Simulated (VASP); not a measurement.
# Co (Pm-3m) in VASP: notebook

Runs on Co. Level: PBE. Tasks: single point.

All numbers are computed with VASP 6.6.1; they aren't measurements. Logs are shortened: lines on timing, memory, paths and dates and some standing lists are left out, and cuts for length are marked.

## (1) The cell of the first run

The structure is cubic, space group Pm-3m (No. 221). Conventional cell: a = 2.341 Å, b = 2.341 Å, c = 2.341 Å, α = 90.00°, β = 90.00°, γ = 90.00°. Co (site symmetry m-3m) has 6 Co at 2.34 Å within 3.1 Å.

This isn't the form of Co at room conditions, which is hcp.

## (2) Single point, PBE, collinear spin, ferromagnetic start (12.84 Å³/atom)

INCAR

```
SYSTEM = Co
ALGO     = Normal         ! electronic algorithm
EDIFF    = 1E-6           ! SCF threshold, eV
ENCUT    = 520            ! plane-wave cutoff, eV
GGA      = PE             ! functional
ISIF     = 2              ! what is computed and relaxed
ISMEAR   = -1             ! smearing method
ISPIN    = 2              ! spin polarisation
LASPH    = .True.         ! aspherical terms in the spheres
LCHARG   = .True.         ! write CHGCAR
LELF     = .True.         ! ELF
LMAXMIX  = 4              ! l up to which the mixer works
LORBIT   = 11             ! projections on sites
LREAL    = .False.        ! projectors in reciprocal space
LVHAR    = .True.       
LWAVE    = .False.        ! write WAVECAR
MAGMOM   = -1.724 -1.724  ! initial moments
NBANDS   = 20             ! bands
NELM     = 150            ! most SCF steps
PREC     = Accurate       ! precision mode
SIGMA    = 0.05           ! smearing width, eV
```

KPOINTS

```
k-points
0
Gamma
  19 19 19
  0 0 0
```

POSCAR

```
Co
1.0
    0.0000000000      2.3414155072      2.3414155072
    2.3414155072      0.0000000000      2.3414155072
    2.3414155072      2.3414155072      0.0000000000
Co
2
Direct
    0.0000000000      0.0000000000      0.0000000000
    0.5000000000      0.5000000000      0.5000000000
```

Potentials or basis: VASP PAW PBE potentials, release 64 (Co).

Started as:

```bash
$ cat potpaw_PBE.64/Co/POTCAR > POTCAR
$ mpirun -np 1 vasp_std > vasp.out
```

OUTCAR:

```text
SYSTEM = Co
   EDIFF = 1E-6
   ENCUT = 520
   GGA = PE
   ISIF = 2
   ISMEAR = -1
   ISPIN = 2
   LASPH = .True.
   LORBIT = 11
   LREAL = .False.
   NELM = 150
   PREC = Accurate

 ion  position               nearest neighbor table
   1  0.000  0.000  0.000-   2 2.34   2 2.34   2 2.34   2 2.34   2 2.34   2 2.34
   2  0.500  0.500  0.500-   1 2.34   1 2.34   1 2.34   1 2.34   1 2.34   1 2.34

  LATTYP: Found a face centered cubic cell.
 ALAT       =     4.6828310144

  Lattice vectors:

 A1 = (   0.0000000000,   2.3414155072,   2.3414155072)
 A2 = (   2.3414155072,   0.0000000000,   2.3414155072)
 A3 = (   2.3414155072,   2.3414155072,   0.0000000000)

Analysis of symmetry for initial positions (statically):
=====================================================================
 Subroutine PRICEL returns following result:

  LATTYP: Found a simple cubic cell.
 ALAT       =     2.3414155072
[... 12 lines left out ...]
 Subroutine GETGRP returns: Found 48 space group operations
 (whereof 48 operations were pure point group operations)
 out of a pool of 48 trial point group operations.

The static configuration has the point symmetry O_h .

Analysis of symmetry for dynamics (positions and initial velocities):
=====================================================================
 Subroutine PRICEL returns following result:

  LATTYP: Found a simple cubic cell.
 ALAT       =     2.3414155072
[... 12 lines left out ...]
 Subroutine GETGRP returns: Found 48 space group operations
 (whereof 48 operations were pure point group operations)
 out of a pool of 48 trial point group operations.

The dynamic configuration has the point symmetry O_h .

Analysis of structural, dynamic, and magnetic symmetry:
=====================================================================
 Subroutine PRICEL returns following result:

  LATTYP: Found a simple cubic cell.
 ALAT       =     2.3414155072
[... 12 lines left out ...]
 Subroutine GETGRP returns: Found 48 space group operations
 (whereof 48 operations were pure point group operations)
 out of a pool of 48 trial point group operations.

The overall configuration has the point symmetry O_h .

 Subroutine INISYM returns: Found 48 space group operations
 (whereof 48 operations are pure point group operations),
 and found     2 'primitive' translations

----------------------------------------------------------------------------------------

                                     Primitive cell

  volume of cell :      12.8362

  direct lattice vectors                    reciprocal lattice vectors
    -2.341415507  0.000000000  0.000000000    -0.427092072  0.000000000  0.000000000
     0.000000000  0.000000000  2.341415507     0.000000000  0.000000000  0.427092072
[... 107 lines left out ...]
   LORBIT       =     11    0 simple, 1 ext, 2 COOP (PROOUT), +10 PAW based schemes
   GGA     = PE    functional components
   LHFCALC =     F    Hartree Fock is set to
   AEXX    =    0.0000 exact exchange contribution
   IVDW    =     0    specifies the selected vdW correction
   LEPSILON=     F    determine dielectric tensor
   LRPA    =     F    only Hartree local field effects (RPA)
 spin polarized calculation
  energy-cutoff  :      520.00
  volume of cell :       25.67
 maximum number of plane-waves:       702
 NGX is ok and might be reduce to    28
   NGX = 13   NGY = 13   NGZ = 13

 number of electron      17.9999997 magnetization      -3.7415593

 Free energy of the ion-electron system (eV)
  ---------------------------------------------------
  ext. energy  EPLUGINS =         0.00000000
  ---------------------------------------------------
  free energy    TOTEN  =       -12.55064406 eV

  energy without entropy =      -12.52468355  energy(sigma->0) =      -12.53766381

 E-fermi :   8.3550     XC(G=0): -12.3521

 val. band max:        8.3547062845   @ k =  -0.4737   0.4211   0.1053
 cond. band min:       8.3591356311   @ k =   0.4211   0.0526   0.0000
 fundamental gap:      0.0044293466
 Fermi energy:         8.3549509494

 spin component 1

 k-point     1 :       0.0000    0.0000    0.0000
  band No.  band energies     occupation
      1       0.2846      1.00000
      2       5.3619      1.00000
      3       5.3619      1.00000
      4       5.9227      1.00000
      5       5.9227      1.00000
      6       5.9227      1.00000
[... 541 lines left out ...]
     19      27.7943      0.00000
     20      29.0450      0.00000

 [... further k-points ...]

 spin component 2

 k-point     1 :       0.0000    0.0000    0.0000
  band No.  band energies     occupation
      1       0.1352      1.00000
      2       4.0348      1.00000
      3       4.0348      1.00000
      4       4.1557      1.00000
      5       4.1557      1.00000
      6       4.1557      1.00000
[... 541 lines left out ...]
     19      27.3341      0.00000
     20      28.5866      0.00000

 [... further k-points ...]

------------------------ aborting loop because EDIFF is reached ----------------------------------------

  FORCE on cell =-STRESS in cart. coord.  units (eV):
  Direction    XX          YY          ZZ          XY          YZ          ZX
  --------------------------------------------------------------------------------------
  -------------------------------------------------------------------------------------
  Total       -0.1465302     -0.1465302     -0.1465302      0.0000000      0.0000000     -0.0000000
  in kB       -9.1447582     -9.1447582     -9.1447582      0.0000000      0.0000000     -0.0000000
  external PRESSURE =      -9.1447582 kB  Pullay stress =       0.0000000 kB

 VOLUME and BASIS-vectors are now :
 -----------------------------------------------------------------------------
  energy-cutoff  :      520.00
  volume of cell :       25.67
      direct lattice vectors                 reciprocal lattice vectors
     0.000000000  2.341415507  2.341415507    -0.213546036  0.213546036  0.213546036
     2.341415507  0.000000000  2.341415507     0.213546036 -0.213546036  0.213546036
     2.341415507  2.341415507  0.000000000     0.213546036  0.213546036 -0.213546036

 POSITION                                       TOTAL-FORCE (eV/Angst)
 -----------------------------------------------------------------------------------
      0.00000      0.00000      0.00000        -0.000000      0.000000     -0.000000
      2.34142      2.34142      2.34142         0.000000     -0.000000      0.000000
 -----------------------------------------------------------------------------------
    total drift:                                0.000000      0.000000      0.000000

  FREE ENERGIE OF THE ION-ELECTRON SYSTEM (eV)
  ---------------------------------------------------
  free  energy   TOTEN  =       -12.5506440625 eV

  energy  without entropy=      -12.5246835504  energy(sigma->0) =      -12.53766381

 total charge

# of ion       s       p       d       tot
------------------------------------------
    1        0.492   0.404   7.264   8.161
    2        0.492   0.404   7.264   8.161
--------------------------------------------------
tot          0.985   0.809  14.528  16.322

 magnetization (x)

# of ion       s       p       d       tot
------------------------------------------
    1       -0.006   0.007  -1.879  -1.878
    2       -0.006   0.007  -1.879  -1.878
--------------------------------------------------
tot         -0.012   0.013  -3.758  -3.757
```

It took 4.4 min on 1 thread of Oxide Virtual Turin-like, shared host; peak memory 0.25 GiB.

What came out:

```yaml
Free_energy: -12.5506 eV
Pressure: -0.9 GPa
Net_moment: -3.74 μB per cell
Site_moments: Co -1.88 μB
Valence_electrons_inside_the_program's_atomic_spheres: Co 8.16
```

## (3) Single point, PBE, collinear spin, ferromagnetic start (13.31 Å³/atom)

This run uses another cell than the first one, of 13.31 Å³/atom.

INCAR

```
SYSTEM = Co
PREC     = Accurate       ! precision mode
ENCUT    = 520            ! plane-wave cutoff, eV
EDIFF    = 1E-7           ! SCF threshold, eV
ISMEAR   = -1             ! smearing method
SIGMA    = 0.05           ! smearing width, eV
LREAL    = .False.        ! projectors in reciprocal space
LASPH    = .True.         ! aspherical terms in the spheres
NELM     = 150            ! most SCF steps
ALGO     = Normal         ! electronic algorithm
ISIF     = 2              ! what is computed and relaxed
LWAVE    = .False.        ! write WAVECAR
LCHARG   = .True.         ! write CHGCAR
ISPIN    = 2              ! spin polarisation
MAGMOM   = -1.724 -1.724  ! initial moments
LORBIT   = 11             ! projections on sites
LMAXMIX  = 4              ! l up to which the mixer works
GGA      = PE             ! functional
LELF     = .True.         ! ELF
LVHAR    = .True.       
NBANDS   = 20             ! bands
```

KPOINTS

```
regular mesh
0
Gamma
  19 19 19
  0 0 0
```

POSCAR

```
Co
1.0
    0.0000000000      2.3699721692      2.3699721692
    2.3699721692      0.0000000000      2.3699721692
    2.3699721692      2.3699721692      0.0000000000
Co
2
Direct
    0.0000000000      0.0000000000      0.0000000000
    0.5000000000      0.5000000000      0.5000000000
```

Potentials or basis: VASP PAW PBE potentials, release 64 (Co).

Started as:

```bash
$ cat potpaw_PBE.64/Co/POTCAR > POTCAR
$ mpirun -np 1 vasp_std > vasp.out
```

OUTCAR:

```text
SYSTEM = Co
   PREC = Accurate
   ENCUT = 520
   EDIFF = 1E-7
   ISMEAR = -1
   LREAL = .False.
   LASPH = .True.
   NELM = 150
   ISIF = 2
   ISPIN = 2
   LORBIT = 11
   GGA = PE

 ion  position               nearest neighbor table
   1  0.000  0.000  0.000-   2 2.37   2 2.37   2 2.37   2 2.37   2 2.37   2 2.37
   2  0.500  0.500  0.500-   1 2.37   1 2.37   1 2.37   1 2.37   1 2.37   1 2.37

  LATTYP: Found a face centered cubic cell.
 ALAT       =     4.7399443384

  Lattice vectors:

 A1 = (   0.0000000000,   2.3699721692,   2.3699721692)
 A2 = (   2.3699721692,   0.0000000000,   2.3699721692)
 A3 = (   2.3699721692,   2.3699721692,   0.0000000000)

Analysis of symmetry for initial positions (statically):
=====================================================================
 Subroutine PRICEL returns following result:

  LATTYP: Found a simple cubic cell.
 ALAT       =     2.3699721692
[... 12 lines left out ...]
 Subroutine GETGRP returns: Found 48 space group operations
[... 768 lines left out ...]
      5       3.8214      1.00000
      6       3.8214      1.00000
[... 541 lines left out ...]
     19      26.4478      0.00000
     20      27.6494      0.00000

 [... further k-points ...]

------------------------ aborting loop because EDIFF is reached ----------------------------------------

  FORCE on cell =-STRESS in cart. coord.  units (eV):
  Direction    XX          YY          ZZ          XY          YZ          ZX
  --------------------------------------------------------------------------------------
  -------------------------------------------------------------------------------------
  Total       -0.9378606     -0.9378606     -0.9378606      0.0000000      0.0000000     -0.0000000
  in kB      -56.4402788    -56.4402788    -56.4402788      0.0000000      0.0000000     -0.0000000
  external PRESSURE =     -56.4402788 kB  Pullay stress =       0.0000000 kB

 VOLUME and BASIS-vectors are now :
 -----------------------------------------------------------------------------
  energy-cutoff  :      520.00
  volume of cell :       26.62
      direct lattice vectors                 reciprocal lattice vectors
     0.000000000  2.369972169  2.369972169    -0.210972942  0.210972942  0.210972942
     2.369972169  0.000000000  2.369972169     0.210972942 -0.210972942  0.210972942
     2.369972169  2.369972169  0.000000000     0.210972942  0.210972942 -0.210972942

 POSITION                                       TOTAL-FORCE (eV/Angst)
 -----------------------------------------------------------------------------------
      0.00000      0.00000      0.00000         0.000000      0.000000      0.000000
      2.36997      2.36997      2.36997        -0.000000     -0.000000     -0.000000
 -----------------------------------------------------------------------------------
    total drift:                                0.000000      0.000000      0.000000

  FREE ENERGIE OF THE ION-ELECTRON SYSTEM (eV)
  ---------------------------------------------------
  free  energy   TOTEN  =       -12.5308619083 eV

  energy  without entropy=      -12.5054408085  energy(sigma->0) =      -12.51815136

 total charge

# of ion       s       p       d       tot
------------------------------------------
    1        0.480   0.383   7.242   8.105
    2        0.480   0.383   7.242   8.105
--------------------------------------------------
tot          0.961   0.766  14.484  16.210

 magnetization (x)

# of ion       s       p       d       tot
------------------------------------------
    1       -0.006   0.007  -1.909  -1.907
    2       -0.006   0.007  -1.909  -1.907
--------------------------------------------------
tot         -0.012   0.015  -3.817  -3.815
```

Run time: 7.2 min. Hardware: 1 thread of Oxide Virtual Turin-like, shared host; peak memory 0.25 GiB.

Results:

* Free energy: -12.5309 eV
* Pressure: -5.6 GPa
* Net moment: -3.79 μB per cell
* Site moments: Co -1.91 μB
* Valence electrons inside the program's atomic spheres: Co 8.11

Caveat: the cell stands under tension.

## (4) Single point, PBE, non-collinear spin, typed start, spin-orbit coupling

This run uses another cell than the first one, of 11.89 Å³/atom.

INCAR

```
ALGO = Normal
EDIFF = 1E-7
ENCUT = 520
GGA = PE
GGA_COMPAT = False
ISIF = 2
ISMEAR = -1
LASPH = True
LCHARG = False
LMAXMIX = 4
LORBIT = 11
LORBMOM = True
LREAL = False
LSORBIT = True
LWAVE = False
MAGMOM = 0 0 -1.724 0 0 -1.724
NBANDS = 30
NELM = 150
PREC = Accurate
SIGMA = 0.05
```

KPOINTS

```
k-points
0
Gamma
  12 12 12
```

POSCAR

```
Co
1.0
    0.0000000000      2.2821134918      2.2821134918
    2.2821134918      0.0000000000      2.2821134918
    2.2821134918      2.2821134918      0.0000000000
Co
2
Direct
    0.0000000000      0.0000000000      0.0000000000
    0.5000000000      0.5000000000      0.5000000000
```

Started as:

```bash
$ cat potpaw_PBE.64/Co/POTCAR > POTCAR
$ mpirun -np 1 vasp_ncl > vasp.out
```

Wall time 18 min (1 thread of Oxide Virtual Turin-like, shared host); peak memory 0.34 GiB.

It converged, with:

| Property | Result |
| --- | --- |
| Free energy | -12.5125 eV |
| Pressure | 10.4 GPa |
| Net moment | 3.44 μB per cell |
| Valence electrons inside the program's atomic spheres | Co 8.29 |

Moments on the atoms (μB; x, y, z):
```
Co   0.00  0.00 -1.72
Co   0.00  0.00 -1.72
```

Caveat: the cell stands under pressure.

## (5) Overview

| spin | cell | k mesh | gap on the mesh (eV) | pressure (GPa) | moment (μB) |
| --- | --- | --- | --- | --- | --- |
| collinear, ferromagnetic start | a = 3.311 Å, angles 60.0°, 2 atoms | 19 × 19 × 19 | none | -0.9 | 3.74 |
| collinear, ferromagnetic start | a = 3.352 Å, angles 60.0°, 2 atoms | 19 × 19 × 19 | none | -5.6 | 3.79 |
| non-collinear, typed start, SOC | a = 3.227 Å, angles 60.0°, 2 atoms | 12 × 12 × 12 | - | 10.4 | 3.44 |

Alike in all rows: task single point; level PBE; potentials or basis VASP PAW PBE potentials, release 64 (Co); cutoff (eV) 520; smearing fermi-dirac 0.05 eV.

Caveats: the cell stands under tension (at least some runs); the cell stands under pressure (at least some runs).

Absolute energies hang on the potentials; compare differences alone.
